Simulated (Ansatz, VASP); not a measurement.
## Two plane-wave programs on Si2Ni

INCAR

```
  PREC = Accurate
  ENCUT = 690
  EDIFF = 1E-6
  ISMEAR = -1
  SIGMA = 0.05
  LREAL = False
  LASPH = True
  NELM = 200
  ALGO = Normal
  ISIF = 2
  LWAVE = False
  LCHARG = False
  ISPIN = 2
  MAGMOM = 0.8 0 0
  LORBIT = 11
  NUPDOWN = 0.8
  LMAXMIX = 4
  GGA = PS
  NBANDS = 24
  GGA_COMPAT = False
```

File KPOINTS:

```
regular mesh
0
Gamma
  7 7 7
```

The input POSCAR:

```
Si2Ni
1.0
    0.0000000000      2.7030000000      2.7030000000
    2.7030000000      0.0000000000      2.7030000000
    2.7030000000      2.7030000000      0.0000000000
Ni Si
1 2
Direct
    0.0000000000      0.0000000000      0.0000000000
    0.7500000000      0.7500000000      0.7500000000
    0.2500000000      0.2500000000      0.2500000000
```

The input input.yaml:

```yaml
crystal:
  lattice:
    - [0.0, 2.703, 2.703]
    - [2.703, 0.0, 2.703]
    - [2.703, 2.703, 0.0]
  atoms:
    - { symbol: Ni, position: [0.0, 0.0, 0.0], spin: 0.8 }
    - { symbol: Si, position: [0.75, 0.75, 0.75] }
    - { symbol: Si, position: [0.25, 0.25, 0.25] }
hamiltonian:
  xc: pbesol
  pseudopotentials: { kind: paw }
magnetization:
  spin_polarized: true
  initial_magnetization: 0.8
  spin_locking: { lock_magnetization: hard }
kpoints:
  mp_grid: { grid: [7, 7, 7] }
scf:
  occupations: { method: fermi_dirac, width: 0.05 }
  lower_state_search: "off"
output:
  forces: true
  stress: true
  eigenvalues: true
  write_density: true
  write_potential: true
  elf: true
  volumetric_format: npy
```

Alike in both runs: task single point; functional PBEsol; k mesh 7 × 7 × 7; occupations fermi-dirac, width 0.05 eV; collinear spin; fixed moment 0.8 μB.

|  | VASP | Ansatz |
| --- | --- | --- |
| version | VASP 6.6.1 | Ansatz 0.2.0 |
| potentials or method | VASP PAW PBE potentials, release 64 (Ni_sv_GW, Si) | Ansatz PAW |
| plane-wave cutoff (eV) | 690 | 420 |
| valence electrons in the cell | 26 | 26 |

Ansatz gave:

```
pressure (GPa)                                                : 1.3
net moment per atom (μB)                                      : 0.27
size of the moment on the site where the two differ most (μB) : 0.11
```

Task: Which values does VASP return?

Result: Pressure (GPa): 2.0; net moment per atom (μB): 0.27; size of the moment on the site where the two differ most (μB): 0.10.

VASP's potentials were made for PBE, not for PBEsol. Site moments also hang on the region over which each program counts them. The functional is the same, so the differences come from potentials, cutoffs and numerics.
